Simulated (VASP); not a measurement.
# B4MoRu (Cmmm) in VASP: notebook

B4MoRu is run at these levels: PBE; tasks: single point.

Program: VASP 6.6.1. These are calculated values, not measurements. Logs are shortened: lines on timing, memory, paths and dates and some standing lists are left out, and cuts for length are marked.

**1. The cell of the first run**

The structure is orthorhombic, space group Cmmm (No. 65). Conventional cell: a = 4.858 Å, b = 7.653 Å, c = 2.893 Å, α = 90.00°, β = 90.00°, γ = 90.00°. Within 2.5 Å of B (site symmetry m2m) lie 6 B at 1.91 to 2.50 Å and 2 Ru at 2.18 Å and 1 Mo at 2.20 Å. Within 2.5 Å of B (site symmetry 2/m) lie 6 B at 1.91 to 2.43 Å and 2 Ru at 2.27 Å. Mo (site symmetry mmm) has 14 B at 2.20 to 2.92 Å and 4 Ru at 2.83 Å and 2 Mo at 2.89 Å within 3.0 Å. Ru (site symmetry mmm) has 8 B at 2.18 to 2.27 Å and 4 Mo at 2.83 Å and 2 Ru at 2.89 Å within 2.9 Å.

The cell was built from a structure type or drawn by symmetry, and may not be a known phase.

**2. Single point, PBE**

Input file INCAR:

```
PREC = Accurate
ENCUT = 520
EDIFF = 1E-7
ISMEAR = 0
SIGMA = 0.1
LREAL = False
LASPH = True
NELM = 80
ALGO = Normal
ISIF = 2
LWAVE = False
LCHARG = False
GGA = PE
NBANDS = 29
```

Input file KPOINTS:

```
regular mesh
0
Gamma
  4 4 6
```

Input file POSCAR:

```
B4MoRu
1.0
    2.4288430814     -3.8266872567      0.0000000000
    2.4288430814      3.8266872567      0.0000000000
    0.0000000000      0.0000000000      2.8929845822
B Mo Ru
4 1 1
Direct
    0.2126681528      0.7873318472      0.0000000000
    0.7873318472      0.2126681528      0.0000000000
    0.0000000000      0.5000000000      0.5000000000
    0.5000000000      0.0000000000      0.5000000000
    0.5000000000      0.5000000000      0.0000000000
    0.0000000000      0.0000000000      0.5000000000
```

Potentials or basis: VASP PAW PBE potentials, release 64 (B, Mo_sv, Ru_pv).

Command:

```sh
> cat potpaw_PBE.64/B/POTCAR potpaw_PBE.64/Mo_sv/POTCAR potpaw_PBE.64/Ru_pv/POTCAR > POTCAR
> mpirun -np 1 vasp_std > vasp.out
```

OUTCAR:

```text
PREC = Accurate
   ENCUT = 520
   EDIFF = 1E-7
   ISMEAR = 0
   LREAL = False
   LASPH = True
   NELM = 80
   ISIF = 2
   GGA = PE

 ion  position               nearest neighbor table
   1  0.213  0.787  0.000-   3 1.91   4 1.91   3 1.91   4 1.91   6 2.18   6 2.18   5 2.20
   2  0.787  0.213  0.000-   3 1.91   4 1.91   3 1.91   4 1.91   6 2.18   6 2.18   5 2.20
   3  0.000  0.500  0.500-   1 1.91   2 1.91   1 1.91   2 1.91   6 2.27   6 2.27   5 2.69   5 2.69
                             5 2.69   5 2.69
   4  0.500  0.000  0.500-   1 1.91   2 1.91   1 1.91   2 1.91   6 2.27   6 2.27   5 2.69   5 2.69
                             5 2.69   5 2.69
   5  0.500  0.500  0.000-   1 2.20   2 2.20   3 2.69   4 2.69   3 2.69   4 2.69   4 2.69   4 2.69
                             3 2.69   3 2.69   6 2.83   6 2.83   6 2.83   6 2.83
   6  0.000  0.000  0.500-   1 2.18   2 2.18   1 2.18   2 2.18   3 2.27   4 2.27   3 2.27   4 2.27
                             5 2.83   5 2.83   5 2.83   5 2.83

  LATTYP: Found a base centered orthorhombic cell.
 ALAT       =     4.8576861628
 B/A-ratio  =     1.5755185199
 C/A-ratio  =     0.5955478566

  Lattice vectors:

 A1 = (   2.4288430814,  -3.8266872567,   0.0000000000)
 A2 = (   2.4288430814,   3.8266872567,   0.0000000000)
 A3 = (   0.0000000000,   0.0000000000,   2.8929845822)

Analysis of symmetry for initial positions (statically):
=====================================================================
 Subroutine PRICEL returns:
 Original cell was already a primitive cell.

 Routine SETGRP: Setting up the symmetry group for a
 base centered orthorhombic supercell.

 Subroutine GETGRP returns: Found  8 space group operations
 (whereof  8 operations were pure point group operations)
 out of a pool of  8 trial point group operations.

The static configuration has the point symmetry D_2h.

Analysis of symmetry for dynamics (positions and initial velocities):
=====================================================================
 Subroutine PRICEL returns:
 Original cell was already a primitive cell.

 Routine SETGRP: Setting up the symmetry group for a
 base centered orthorhombic supercell.

 Subroutine GETGRP returns: Found  8 space group operations
 (whereof  8 operations were pure point group operations)
 out of a pool of  8 trial point group operations.

The dynamic configuration has the point symmetry D_2h.

 Subroutine INISYM returns: Found  8 space group operations
 (whereof  8 operations are pure point group operations),
 and found     1 'primitive' translations

----------------------------------------------------------------------------------------

                                     Primitive cell

  volume of cell :      53.7772

  direct lattice vectors                    reciprocal lattice vectors
     2.428843081 -3.826687257  0.000000000     0.205859326 -0.130661318  0.000000000
     2.428843081  3.826687257  0.000000000     0.205859326  0.130661318  0.000000000
     0.000000000  0.000000000  2.892984582     0.000000000  0.000000000  0.345663785

  length of vectors
     4.532418127  4.532418127  2.892984582     0.243824613  0.243824613  0.345663785

  position of ions in fractional coordinates (direct lattice)
     0.212668153  0.787331847  0.000000000
     0.787331847  0.212668153  0.000000000
     0.000000000  0.500000000  0.500000000
     0.500000000  0.000000000  0.500000000
     0.500000000  0.500000000  0.000000000
     0.000000000  0.000000000  0.500000000

  ion indices of the primitive-cell ions
   primitive index   ion index
                 1           1
                 2           2
                 3           3
                 4           4
                 5           5
                 6           6

----------------------------------------------------------------------------------------

 KPOINTS: regular mesh

Automatic generation of k-mesh.
 Grid dimensions read from file:
 generate k-points for:    4    4    6

 Generating k-lattice:

  Cartesian coordinates                     Fractional coordinates (reciprocal lattice)
     0.051464832 -0.032665329  0.000000000     0.250000000  0.000000000  0.000000000
     0.051464832  0.032665329  0.000000000     0.000000000  0.250000000  0.000000000
     0.000000000  0.000000000  0.057610631     0.000000000  0.000000000  0.166666667

  Length of vectors
     0.060956153  0.060956153  0.057610631

  Shift w.r.t. Gamma in fractional coordinates (k-lattice)
     0.000000000  0.000000000  0.000000000

 Subroutine IBZKPT returns following result:
 ===========================================

 Found     28 irreducible k-points:

 Following reciprocal coordinates:
            Coordinates               Weight
  0.000000  0.000000  0.000000      1.000000
  0.250000 -0.000000  0.000000      4.000000
  0.500000 -0.000000  0.000000      2.000000
  0.250000  0.250000  0.000000      2.000000
  0.500000  0.250000  0.000000      4.000000
 -0.250000  0.250000  0.000000      2.000000
[... 16 lines left out ...]
  0.250000 -0.000000  0.500000      4.000000
  0.500000 -0.000000  0.500000      2.000000
 [... further k-points ...]
   k-points           NKPTS =     28   k-points in BZ     NKDIM =     28   number of bands    NBANDS=     29
   number of dos      NEDOS =    301   number of ions     NIONS =      6
   total plane-waves  NPLWV =  31104
   dimension x,y,z NGX =    36 NGY =   36 NGZ =   24
   dimension x,y,z NGXF=    72 NGYF=   72 NGZF=   48
   ions per type =               4   1   1
   NGX,Y,Z   is equivalent  to a cutoff of  13.20, 13.20, 13.79 a.u.
   NGXF,Y,Z  is equivalent  to a cutoff of  26.41, 26.41, 27.58 a.u.
 SYSTEM =  unknown system
   PREC   = accura    normal or accurate (medium, high low for compatibility)
   ISTART =      0    job   : 0-new  1-cont  2-samecut
   ICHARG =      2    charge: 1-file 2-atom 10-const
   ISPIN  =      1    spin polarized calculation?
   LNONCOLLINEAR =      F non collinear calculations
   LSORBIT =      F    spin-orbit coupling
   LASPH  =      T    aspherical Exc in radial PAW
   ENCUT  =  520.0 eV  38.22 Ry    6.18 a.u.   8.43  8.43  5.38*2*pi/ulx,y,z
   NELM   =     80;   NELMIN=  2; NELMDL= -5     # of ELM steps
   EDIFF  = 0.1E-06   stopping-criterion for ELM
   LREAL  =      F    real-space projection
   EDIFFG = 0.1E-05   stopping-criterion for IOM
   NSW    =      0    number of steps for IOM
   IBRION =     -1    ionic relax: 0-MD 1-quasi-New 2-CG
   NFREE  =      0    steps in history (QN), initial steepest desc. (CG)
   ISIF   =      2    stress and relaxation
   ISYM   =      2    0-nonsym 1-usesym 2-fastsym
   POTIM  = 0.5000    time-step for ionic-motion
   TEBEG  =    0.0;   TEEND  =   0.0 temperature during run
   PSTRESS=    0.0 pullay stress
   NELECT =      40.0000    total number of electrons
   NUPDOWN=      -1.0000    fix difference up-down
   EMIN   =  10.00;   EMAX   =-10.00  energy-range for DOS
   EFERMI =   0.00;   METHOD = LEGACY
   ISMEAR =     0;   SIGMA  =   0.10  broadening in eV -4-tet -1-fermi 0-gaus
   EFERMI_NEDOS =   21; number of points for ismear=-14 and -15
   IALGO  =     38    algorithm
   IMIX   =      4    mixing-type and parameters
     AMIX     =   0.40;   BMIX     =  1.00
     AMIX_MAG =   1.60;   BMIX_MAG =  1.00
  volume/ion in A,a.u.               =       8.96        60.48
  Fermi-wavevector in a.u.,A,eV,Ry     =   1.483299  2.803028 29.935203  2.200175
  Thomas-Fermi vector in A             =   2.596978
   LORBIT       =      0    0 simple, 1 ext, 2 COOP (PROOUT), +10 PAW based schemes
   GGA     = PE    functional components
   LHFCALC =     F    Hartree Fock is set to
   AEXX    =    0.0000 exact exchange contribution
   IVDW    =     0    specifies the selected vdW correction
   LEPSILON=     F    determine dielectric tensor
   LRPA    =     F    only Hartree local field effects (RPA)
 non-spin polarized calculation
 Gauss-broadening in eV      SIGMA  =   0.10
  energy-cutoff  :      520.00
  volume of cell :       53.78
 maximum number of plane-waves:      1464
 NGX is ok and might be reduce to    36
   NGX = 17   NGY = 17   NGZ = 11

 number of electron      40.0000003 magnetization

 Free energy of the ion-electron system (eV)
  ---------------------------------------------------
  ext. energy  EPLUGINS =         0.00000000
  ---------------------------------------------------
  free energy    TOTEN  =       -45.31869470 eV

  energy without entropy =      -45.30659744  energy(sigma->0) =      -45.31264607

 E-fermi :  11.5073     XC(G=0): -13.2778

 val. band max:       11.4872757240   @ k =   0.0000   0.0000   0.0000
 cond. band min:      11.5446772959   @ k =   0.2500  -0.0000   0.0000
 fundamental gap:      0.0574015719
 Fermi energy:        11.5073346199

 k-point     1 :       0.0000    0.0000    0.0000
  band No.  band energies     occupation
      1     -50.0067      2.00000
      2     -32.3020      2.00000
      3     -31.9905      2.00000
      4     -31.9532      2.00000
      5     -24.1945      2.00000
      6     -24.0789      2.00000
[... 21 lines left out ...]
     28      17.3977      0.00000
     29      17.4006      0.00000

 k-point     2 :       0.2500   -0.0000    0.0000
  band No.  band energies     occupation
      1     -50.0069      2.00000
      2     -32.3020      2.00000
      3     -31.9847      2.00000
      4     -31.9528      2.00000
      5     -24.2087      2.00000
      6     -24.0821      2.00000
[... 21 lines left out ...]
     28      17.6998      0.00000
     29      18.0521      0.00000

 k-point     3 :       0.5000   -0.0000    0.0000
  band No.  band energies     occupation
      1     -50.0071      2.00000
      2     -32.3021      2.00000
      3     -31.9789      2.00000
      4     -31.9525      2.00000
      5     -24.2230      2.00000
      6     -24.0853      2.00000
[... 638 lines left out ...]
      5     -24.3922      2.00000
      6     -24.1488      2.00000
[... 21 lines left out ...]
     28      16.8111      0.00000
     29      18.0445      0.00000

 k-point    24 :       0.5000   -0.0000    0.5000
  band No.  band energies     occupation
      1     -49.9488      2.00000
      2     -32.2663      2.00000
      3     -32.2484      2.00000
      4     -31.9559      2.00000
      5     -24.3857      2.00000
      6     -24.1434      2.00000
[... 21 lines left out ...]
     28      16.8589      0.00000
     29      18.5846      0.00000

 [... further k-points ...]

------------------------ aborting loop because EDIFF is reached ----------------------------------------

  FORCE on cell =-STRESS in cart. coord.  units (eV):
  Direction    XX          YY          ZZ          XY          YZ          ZX
  --------------------------------------------------------------------------------------
  -------------------------------------------------------------------------------------
  Total        0.0665390      0.0717428     -0.0155963      0.0000000      0.0000000      0.0000000
  in kB        1.9823872      2.1374214     -0.4646574      0.0000000      0.0000000      0.0000000
  external PRESSURE =       1.2183837 kB  Pullay stress =       0.0000000 kB

 VOLUME and BASIS-vectors are now :
 -----------------------------------------------------------------------------
  energy-cutoff  :      520.00
  volume of cell :       53.78
      direct lattice vectors                 reciprocal lattice vectors
     2.428843081 -3.826687257  0.000000000     0.205859326 -0.130661318  0.000000000
     2.428843081  3.826687257  0.000000000     0.205859326  0.130661318  0.000000000
     0.000000000  0.000000000  2.892984582     0.000000000  0.000000000  0.345663785

 POSITION                                       TOTAL-FORCE (eV/Angst)
 -----------------------------------------------------------------------------------
      2.42884      2.19906      0.00000         0.000000      0.012034     -0.000000
      2.42884     -2.19906      0.00000         0.000000     -0.012034      0.000000
      1.21442      1.91334      1.44649         0.000000      0.000000     -0.000000
      1.21442     -1.91334      1.44649         0.000000      0.000000     -0.000000
      2.42884      0.00000      0.00000        -0.000000      0.000000     -0.000000
      0.00000      0.00000      1.44649         0.000000      0.000000     -0.000000
 -----------------------------------------------------------------------------------
    total drift:                                0.000000      0.000000      0.000000

  FREE ENERGIE OF THE ION-ELECTRON SYSTEM (eV)
  ---------------------------------------------------
  free  energy   TOTEN  =       -45.3186947017 eV

  energy  without entropy=      -45.3065974434  energy(sigma->0) =      -45.31264607
```

Run time: 78 s. Hardware: 1 thread of Intel Xeon 8259CL, shared host; peak memory 0.2 GiB.

Results:

```
Free energy            : -45.3187 eV
Pressure               : 0.1 GPa
Largest force          : 0.012 eV/Å
Band gap on the k mesh : zero (bands 20 and 21 overlap by 1.27 eV)
```

Forces in eV/Å, atoms in the order of the input:
```
B    0.000  0.012  0.000
B    0.000 -0.012  0.000
B    0.000  0.000  0.000
B    0.000  0.000  0.000
Mo   0.000  0.000  0.000
Ru   0.000  0.000  0.000
```

Stress tensor (GPa, compression positive):
```
 0.20  0.00  0.00
 0.00  0.21  0.00
 0.00  0.00 -0.05
```

Caveat: the k points lie up to 0.38 Å⁻¹ apart, too coarse for converged energies and pressures of a metal.

**3. Single point, PBE**

This run uses another cell than the first one, of 9.72 Å³/atom.

Input file INCAR:

```
PREC = Accurate ; ENCUT = 520
EDIFF = 1E-7 ; ISMEAR = 0
SIGMA = 0.1 ; LREAL = False
LASPH = True ; NELM = 60
ALGO = Normal ; ISIF = 2
LWAVE = False ; LCHARG = False
GGA = PE ; NBANDS = 29
```

KPOINTS is that of step 2.

Input file POSCAR:

```
B4MoRu
1.0
    2.1810780300     -3.7804626600      0.0000000000
    2.1810780300      3.7804626600      0.0000000000
    0.0000000000      0.0000000000      3.5350274900
B Mo Ru
4 1 1
Direct
    0.1700774500      0.8299225500      0.0000000000
    0.8299225500      0.1700774500      0.0000000000
    0.0000000000      0.5000000000      0.5000000000
    0.5000000000      0.0000000000      0.5000000000
    0.5000000000      0.5000000000      0.0000000000
    0.0000000000      0.0000000000      0.5000000000
```

Potentials or basis: VASP PAW PBE potentials, release 64 (B, Mo_sv, Ru_pv).

Command:

```sh
> cat potpaw_PBE.64/B/POTCAR potpaw_PBE.64/Mo_sv/POTCAR potpaw_PBE.64/Ru_pv/POTCAR > POTCAR
> mpirun -np 1 vasp_std > vasp.out
```

It took 65 s on 1 thread of Intel Xeon 8259CL, shared host; peak memory 0.2 GiB.

Results (log left out):

- Free energy: -44.1929 eV
- Pressure: -16.1 GPa
- Largest force: 0.793 eV/Å
- Band gap on the k mesh: zero (bands 20 and 21 overlap by 0.88 eV)

Forces in eV/Å, atoms in the order of the input:
```
B    0.000 -0.793  0.000
B    0.000  0.793  0.000
B    0.000  0.000  0.000
B    0.000  0.000  0.000
Mo   0.000  0.000  0.000
Ru   0.000  0.000  0.000
```

Stress tensor (GPa, compression positive):
```
-11.71   0.00   0.00
  0.00 -21.22   0.00
  0.00   0.00 -15.36
```

Levels at points of the mesh, in eV from the Fermi level:
| k point | band 17 | band 18 | band 19 | band 20 | band 21 | band 22 | band 23 | band 24 |
| --- | --- | --- | --- | --- | --- | --- | --- | --- |
| (0.00, 0.00, 0.00) | -2.78 | -1.44 | -1.27 | -0.31 | 0.49 | 1.93 | 2.53 | 2.96 |
| (0.50, 0.00, 0.00) | -2.46 | -2.07 | -1.03 | -0.68 | -0.19 | 1.26 | 1.48 | 1.54 |
| (0.50, 0.50, 0.00) | -0.90 | -0.44 | -0.17 | 0.40 | 0.46 | 2.45 | 2.56 | 2.58 |
| (0.00, 0.00, 0.50) | -3.15 | -2.71 | -1.94 | 0.31 | 0.88 | 3.14 | 3.22 | 3.71 |
| (0.50, 0.00, 0.50) | -2.21 | -2.10 | -0.50 | -0.04 | 0.48 | 2.65 | 2.66 | 3.07 |
| (0.50, 0.50, 0.50) | -2.38 | -1.94 | -1.66 | -0.54 | 0.30 | 0.54 | 1.14 | 1.47 |

Caveat: the k points lie up to 0.42 Å⁻¹ apart, too coarse for converged energies and pressures of a metal.
